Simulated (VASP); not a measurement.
# FeCo (Pm-3m) in VASP: a series of runs, part 2 of 2

VASP 6.6.1.

### Step 3. Electric field gradients, PBE, collinear spin, ferromagnetic start (11.37 Å³/atom)

This run uses another cell than the first one, of 11.37 Å³/atom.

The input, INCAR:

```
SYSTEM = FeCo
ALGO = Normal
EDIFF = 1E-8
ENCUT = 520
GGA = PE
GGA_COMPAT = .FALSE.
ISIF = 2
ISMEAR = -1
ISPIN = 2
LASPH = .TRUE.
LCHARG = .FALSE.
LEFG = .TRUE.
LMAXMIX = 4
LORBIT = 11
LREAL = .FALSE.
LWAVE = .FALSE.
MAGMOM = 3 2
NBANDS = 20
NELM = 200
PREC = Accurate
SIGMA = 0.05
```

The input, KPOINTS:

```
k-points
0
G
  11 11 11
  0 0 0
```

The input, POSCAR:

```
FeCo
1.0
    2.8329904615      0.0000000000      0.0000000000
    0.0000000000      2.8329904615      0.0000000000
    0.0000000000      0.0000000000      2.8329904615
Fe Co
1 1
Direct
    0.5000000000      0.5000000000      0.5000000000
    0.0000000000      0.0000000000      0.0000000000
```

Potentials or basis: VASP PAW PBE potentials, release 64 (Fe, Co).

Launch:

```sh
$ cat potpaw_PBE.64/Fe/POTCAR potpaw_PBE.64/Co/POTCAR > POTCAR
$ mpirun -np 1 vasp_std > vasp.out
```

OUTCAR:

```text
SYSTEM = FeCo
   EDIFF = 1E-8
   ENCUT = 520
   GGA = PE
   ISIF = 2
   ISMEAR = -1
   ISPIN = 2
   LASPH = .TRUE.
   LORBIT = 11
   LREAL = .FALSE.
   NELM = 200
   PREC = Accurate

 ion  position               nearest neighbor table
   1  0.500  0.500  0.500-   2 2.45   2 2.45   2 2.45   2 2.45   2 2.45   2 2.45   2 2.45   2 2.45

   2  0.000  0.000  0.000-   1 2.45   1 2.45   1 2.45   1 2.45   1 2.45   1 2.45   1 2.45   1 2.45

  LATTYP: Found a simple cubic cell.
 ALAT       =     2.8329904615

  Lattice vectors:

 A1 = (   2.8329904615,   0.0000000000,   0.0000000000)
 A2 = (   0.0000000000,   2.8329904615,   0.0000000000)
 A3 = (   0.0000000000,   0.0000000000,   2.8329904615)

Analysis of symmetry for initial positions (statically):
[... 1348 lines left out ...]
----------------------------------------------------------------------
 ion       V_xx      V_yy      V_zz     asymmetry (V_yy - V_xx)/ V_zz
----------------------------------------------------------------------
   1       0.000     0.000     0.000      -0.393
   2      -0.000     0.000     0.000       0.540
----------------------------------------------------------------------

           NMR quadrupolar parameters

 Cq : quadrupolar parameter    Cq=e*Q*V_zz/h
 eta: asymmetry parameters     (V_yy - V_xx)/ V_zz
 Q  : nuclear electric quadrupole moment in mb (millibarn)
----------------------------------------------------------------------
 ion       Cq(MHz)       eta       Q (mb)
----------------------------------------------------------------------
   1       0.000      -0.393       1.000
   2       0.000       0.540       1.000
----------------------------------------------------------------------

 total charge

# of ion       s       p       d       tot
------------------------------------------
    1        0.476   0.535   6.167   7.178
    2        0.488   0.519   7.251   8.257
--------------------------------------------------
tot          0.964   1.053  13.417  15.435

 magnetization (x)

# of ion       s       p       d       tot
------------------------------------------
    1       -0.001  -0.047   2.781   2.734
    2       -0.012  -0.056   1.806   1.738
--------------------------------------------------
tot         -0.012  -0.103   4.588   4.472
```

OSZICAR:

```text
N       E                     dE             d eps       ncg     rms          rms(c)
DAV:   1     0.852550456173E+02    0.85255E+02   -0.74010E+03  4680   0.111E+03
DAV:   2    -0.127550240345E+02   -0.98010E+02   -0.87430E+02  4548   0.208E+02
DAV:   3    -0.171410747772E+02   -0.43861E+01   -0.42234E+01  5032   0.544E+01
DAV:   4    -0.172059531851E+02   -0.64878E-01   -0.64802E-01  5520   0.579E+00
DAV:   5    -0.172080143923E+02   -0.20612E-02   -0.20611E-02  5292   0.942E-01    0.155E+01
DAV:   6    -0.156267636053E+02    0.15813E+01   -0.70008E+00  4976   0.522E+01    0.816E+00
DAV:   7    -0.154379309069E+02    0.18883E+00   -0.75181E-01  5304   0.155E+01    0.510E+00
DAV:   8    -0.154250094106E+02    0.12921E-01   -0.17971E-02  5576   0.130E+00    0.224E+00
DAV:   9    -0.154402767671E+02   -0.15267E-01   -0.15393E-01  5936   0.780E+00    0.290E+00
DAV:  10    -0.154077177796E+02    0.32559E-01   -0.11041E-01  5604   0.613E+00    0.338E-01
DAV:  11    -0.154078665893E+02   -0.14881E-03   -0.13909E-03  5872   0.380E-01    0.151E-01
DAV:  12    -0.154078833939E+02   -0.16805E-04   -0.17629E-04  6352   0.212E-01    0.555E-02
DAV:  13    -0.154078836040E+02   -0.21012E-06   -0.15368E-05  6916   0.442E-02    0.210E-02
DAV:  14    -0.154078848654E+02   -0.12614E-05   -0.93439E-06  6324   0.568E-02    0.100E-02
DAV:  15    -0.154078849441E+02   -0.78734E-07   -0.17324E-06  6544   0.254E-02    0.180E-03
DAV:  16    -0.154078848492E+02    0.94958E-07   -0.43238E-08  5248   0.236E-03    0.760E-04
DAV:  17    -0.154078848088E+02    0.40369E-07   -0.55678E-09  2568   0.121E-03    0.398E-04
DAV:  18    -0.154078848056E+02    0.32160E-08   -0.21452E-09  2460   0.410E-04
   1 F= -.15407885E+02 E0= -.15401398E+02  d E =-.129733E-01  mag=     4.4536
```

stdout:

```text
POSCAR found type information on POSCAR FeCo
 POSCAR found :  2 types and       2 ions
 scaLAPACK will be used
 LDA part: xc-table for (Slater+PW92), standard interpolation
 POSCAR, INCAR and KPOINTS ok, starting setup
 FFT: planning ... GRIDC
 FFT: planning ... GRID_SOFT
 FFT: planning ... GRID
 WAVECAR not read
 entering main loop
ion   1

ion   2
```

It took 49 s on 1 thread of AMD EPYC 7R13 (Zen 3), shared host; peak memory 0.15 GiB.

Results:

```yaml
Free_energy: -15.4079 eV
Pressure: 1.5 GPa
Net_moment: 4.45 μB per cell
Site_moments: Fe +2.73; Co +1.74 μB
Largest_electric_field_gradient_by_atom: zero within the noise of the run
Valence_electrons_inside_the_program's_atomic_spheres: Fe 7.18; Co 8.26
```
